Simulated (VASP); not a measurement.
# Fe (Im-3m) in VASP: notebook, part 2 of 3

VASP 6.6.1. Earlier steps stand in the parts before.

### 4 Single point, r2SCAN, collinear spin, ferromagnetic start (volume scaled by 1.1)

POSCAR

```
Fe
1.0
   -1.4895802066      1.4895802066      1.4895802066
    1.4895802066     -1.4895802066      1.4895802066
    1.4895802066      1.4895802066     -1.4895802066
Fe
1
Direct
    0.0000000000      0.0000000000      0.0000000000
```

INCAR.step1

```
SYSTEM = Fe
PREC     = Accurate       ! precision mode
ENCUT    = 520            ! plane-wave cutoff, eV
ISMEAR   = -1             ! smearing method
SIGMA    = 0.05           ! smearing width, eV
LREAL    = .False.        ! projectors in reciprocal space
LASPH    = .True.         ! aspherical terms in the spheres
NELM     = 150            ! most SCF steps
ISPIN    = 2              ! spin polarisation
MAGMOM   = 3              ! initial moments
LMAXMIX  = 4              ! l up to which the mixer works
NBANDS   = 14             ! bands
GGA      = PE             ! functional
ALGO     = Normal         ! electronic algorithm
EDIFF    = 1E-4           ! SCF threshold, eV
LWAVE    = .True.         ! write WAVECAR
LCHARG   = .False.        ! write CHGCAR
```

INCAR.step2

```
SYSTEM = Fe
PREC     = Accurate       ! precision mode
ENCUT    = 520            ! plane-wave cutoff, eV
EDIFF    = 1E-7           ! SCF threshold, eV
ISMEAR   = -1             ! smearing method
SIGMA    = 0.05           ! smearing width, eV
LREAL    = .False.        ! projectors in reciprocal space
LASPH    = .True.         ! aspherical terms in the spheres
NELM     = 150            ! most SCF steps
ALGO     = Normal         ! electronic algorithm
ISIF     = 2              ! what is computed and relaxed
LWAVE    = .False.        ! write WAVECAR
LCHARG   = .False.        ! write CHGCAR
ISPIN    = 2              ! spin polarisation
MAGMOM   = 3              ! initial moments
LORBIT   = 11             ! projections on sites
LMAXMIX  = 4              ! l up to which the mixer works
METAGGA  = R2SCAN         ! meta-GGA
LMIXTAU  = .True.       
NBANDS   = 14             ! bands
ISTART   = 1
```

KPOINTS

```
Automatic mesh
0
Gamma
  14 14 14
  0 0 0
```

Potentials or basis: VASP PAW PBE potentials, release 64 (Fe).

Started as:

```sh
$ cat potpaw_PBE.64/Fe/POTCAR > POTCAR
$ cp INCAR.step1 INCAR
$ mpirun -np 1 vasp_std > vasp.out
$ cp INCAR.step2 INCAR
$ mpirun -np 1 vasp_std > vasp.out
```

OUTCAR:

```text
SYSTEM = Fe
   PREC = Accurate
   ENCUT = 520
   EDIFF = 1E-7
   ISMEAR = -1
   LREAL = .False.
   LASPH = .True.
   NELM = 150
   ISIF = 2
   ISPIN = 2
   LORBIT = 11
   METAGGA = R2SCAN
   ISTART = 1

 ion  position               nearest neighbor table
   1  0.000  0.000  0.000-

  LATTYP: Found a body centered cubic cell.
 ALAT       =     2.9791604132

  Lattice vectors:

 A1 = (  -1.4895802066,   1.4895802066,   1.4895802066)
 A2 = (   1.4895802066,  -1.4895802066,   1.4895802066)
 A3 = (   1.4895802066,   1.4895802066,  -1.4895802066)

Analysis of symmetry for initial positions (statically):
=====================================================================
 Subroutine PRICEL returns:
 Original cell was already a primitive cell.

 Routine SETGRP: Setting up the symmetry group for a
 body centered cubic supercell.

 Subroutine GETGRP returns: Found 48 space group operations
 (whereof 48 operations were pure point group operations)
 out of a pool of 48 trial point group operations.

The static configuration has the point symmetry O_h .

Analysis of symmetry for dynamics (positions and initial velocities):
=====================================================================
 Subroutine PRICEL returns:
 Original cell was already a primitive cell.

 Routine SETGRP: Setting up the symmetry group for a
 body centered cubic supercell.

 Subroutine GETGRP returns: Found 48 space group operations
 (whereof 48 operations were pure point group operations)
 out of a pool of 48 trial point group operations.

The dynamic configuration has the point symmetry O_h .

Analysis of structural, dynamic, and magnetic symmetry:
=====================================================================
 Subroutine PRICEL returns:
 Original cell was already a primitive cell.

 Routine SETGRP: Setting up the symmetry group for a
 body centered cubic supercell.

 Subroutine GETGRP returns: Found 48 space group operations
 (whereof 48 operations were pure point group operations)
 out of a pool of 48 trial point group operations.

The overall configuration has the point symmetry O_h .

 Subroutine INISYM returns: Found 48 space group operations
 (whereof 48 operations are pure point group operations),
 and found     1 'primitive' translations

----------------------------------------------------------------------------------------

                                     Primitive cell

  volume of cell :      13.2206

  direct lattice vectors                    reciprocal lattice vectors
    -1.489580207  1.489580207  1.489580207     0.000000000  0.335665040  0.335665040
     1.489580207 -1.489580207  1.489580207     0.335665040  0.000000000  0.335665040
     1.489580207  1.489580207 -1.489580207     0.335665040  0.335665040  0.000000000

  length of vectors
     2.580028600  2.580028600  2.580028600     0.474702052  0.474702052  0.474702052

  position of ions in fractional coordinates (direct lattice)
     0.000000000  0.000000000  0.000000000

  ion indices of the primitive-cell ions
   primitive index   ion index
                 1           1

----------------------------------------------------------------------------------------

 KPOINTS: Automatic mesh

Automatic generation of k-mesh.
 Grid dimensions read from file:
 generate k-points for:   14   14   14

 Generating k-lattice:

  Cartesian coordinates                     Fractional coordinates (reciprocal lattice)
     0.000000000  0.023976074  0.023976074     0.071428571  0.000000000  0.000000000
     0.023976074  0.000000000  0.023976074     0.000000000  0.071428571  0.000000000
[... 65 lines left out ...]
   ISYM   =      2    0-nonsym 1-usesym 2-fastsym
   POTIM  = 0.5000    time-step for ionic-motion
   TEBEG  =    0.0;   TEEND  =   0.0 temperature during run
   PSTRESS=    0.0 pullay stress
   NELECT =       8.0000    total number of electrons
   NUPDOWN=      -1.0000    fix difference up-down
   EMIN   =  10.00;   EMAX   =-10.00  energy-range for DOS
   EFERMI =   0.00;   METHOD = LEGACY
   ISMEAR =    -1;   SIGMA  =   0.05  broadening in eV -4-tet -1-fermi 0-gaus
   EFERMI_NEDOS =   21; number of points for ismear=-14 and -15
   IALGO  =     38    algorithm
   IMIX   =      4    mixing-type and parameters
     AMIX     =   0.40;   BMIX     =  1.00
     AMIX_MAG =   1.60;   BMIX_MAG =  1.00
  volume/ion in A,a.u.               =      13.22        89.22
  Fermi-wavevector in a.u.,A,eV,Ry     =   1.384695  2.616695 26.087560  1.917382
  Thomas-Fermi vector in A             =   2.509175
   LORBIT       =     11    0 simple, 1 ext, 2 COOP (PROOUT), +10 PAW based schemes
   METAGGA = R2SCAN    functional components
   LHFCALC =     F    Hartree Fock is set to
   AEXX    =    0.0000 exact exchange contribution
   IVDW    =     0    specifies the selected vdW correction
   LEPSILON=     F    determine dielectric tensor
   LRPA    =     F    only Hartree local field effects (RPA)
 spin polarized calculation
  energy-cutoff  :      520.00
  volume of cell :       13.22
 maximum number of plane-waves:       370
   NGX =  9   NGY =  9   NGZ =  9

 number of electron       8.0000009 magnetization       2.7868972

 Free energy of the ion-electron system (eV)
  ---------------------------------------------------
  ext. energy  EPLUGINS =         0.00000000
  ---------------------------------------------------
  free energy    TOTEN  =       -14.28218747 eV

  energy without entropy =      -14.27478147  energy(sigma->0) =      -14.27848447

 E-fermi :   4.6161     XC(G=0): -13.3096

 val. band max:        4.5972692889   @ k =  -0.2143   0.2857   0.0714
 cond. band min:       4.6215798655   @ k =  -0.4286   0.4286   0.0714
 fundamental gap:      0.0243105766
 Fermi energy:         4.6161192240

 spin component 1

 k-point     1 :       0.0000    0.0000    0.0000
  band No.  band energies     occupation
      1      -3.4288      1.00000
      2       1.4050      1.00000
      3       1.4052      1.00000
      4       1.4052      1.00000
      5       2.3940      1.00000
      6       2.3940      1.00000
      7      28.8633      0.00000
      8      28.8633      0.00000
      9      28.8633      0.00000
     10      33.0023      0.00000
     11      33.0024      0.00000
     12      34.1465      0.00000
     13      34.1466      0.00000
     14      34.1466      0.00000
[... 379 lines left out ...]
      3       1.1724      1.00000
      4       2.5300      1.00000
      5       2.6887      1.00000
      6       9.2303      0.00000
      7      10.8134      0.00000
      8      13.0342      0.00000
      9      21.9994      0.00000
     10      30.6697      0.00000
     11      32.2055      0.00000
     12      37.6104      0.00000
     13      41.3741      0.00000
     14      45.2754      0.00000

 [... further k-points ...]

 spin component 2

 k-point     1 :       0.0000    0.0000    0.0000
  band No.  band energies     occupation
      1      -4.0648      1.00000
      2       5.0275      0.00027
      3       5.0276      0.00027
      4       5.0276      0.00027
      5       6.9713      0.00000
      6       6.9714      0.00000
      7      28.5115      0.00000
      8      28.5115      0.00000
      9      28.5115      0.00000
     10      33.6044      0.00000
     11      33.6044      0.00000
     12      35.8321      0.00000
     13      35.8321      0.00000
     14      35.8322      0.00000
[... 379 lines left out ...]
      3       3.4979      1.00000
      4       6.8714      0.00000
      5       7.0505      0.00000
      6      10.8621      0.00000
      7      12.4694      0.00000
      8      14.5066      0.00000
      9      23.0494      0.00000
     10      31.2089      0.00000
     11      32.7568      0.00000
     12      39.8009      0.00000
     13      42.9035      0.00000
     14      46.8361      0.00000

 [... further k-points ...]
[... 5 lines left out ...]
  --------------------------------------------------------------------------------------
  -------------------------------------------------------------------------------------
  Total       -1.2831961     -1.2831961     -1.2831961      0.0000000     -0.0000000      0.0000000
  in kB     -155.5077216   -155.5077216   -155.5077216      0.0000000     -0.0000000      0.0000000
  external PRESSURE =    -155.5077216 kB  Pullay stress =       0.0000000 kB

 VOLUME and BASIS-vectors are now :
 -----------------------------------------------------------------------------
  energy-cutoff  :      520.00
  volume of cell :       13.22
      direct lattice vectors                 reciprocal lattice vectors
    -1.489580207  1.489580207  1.489580207     0.000000000  0.335665040  0.335665040
     1.489580207 -1.489580207  1.489580207     0.335665040  0.000000000  0.335665040
     1.489580207  1.489580207 -1.489580207     0.335665040  0.335665040  0.000000000

 POSITION                                       TOTAL-FORCE (eV/Angst)
 -----------------------------------------------------------------------------------
      0.00000      0.00000      0.00000         0.000000      0.000000      0.000000
 -----------------------------------------------------------------------------------
    total drift:                                0.000000     -0.000000     -0.000000

  FREE ENERGIE OF THE ION-ELECTRON SYSTEM (eV)
  ---------------------------------------------------
  free  energy   TOTEN  =       -14.2821874689 eV

  energy  without entropy=      -14.2747814691  energy(sigma->0) =      -14.27848447

 total charge

# of ion       s       p       d       tot
------------------------------------------
    1        0.437   0.467   6.082   6.986

 magnetization (x)

# of ion       s       p       d       tot
------------------------------------------
    1       -0.008  -0.106   3.005   2.891
```

Run time: 65 s. Hardware: 1 thread of Intel Xeon 6975P-C (Granite Rapids), shared host; peak memory 0.16 GiB.

What came out:

| Quantity | Value |
| --- | --- |
| Free energy | -14.2822 eV |
| Pressure | -15.6 GPa |
| Net moment | 2.79 μB per cell |
| Site moments | Fe +2.89 μB |
| Valence electrons inside the program's atomic spheres | Fe 6.99 |

Caveat: the PAW data sets were made with another functional, which shifts forces and pressure a little.

[end of part 2 of 3]
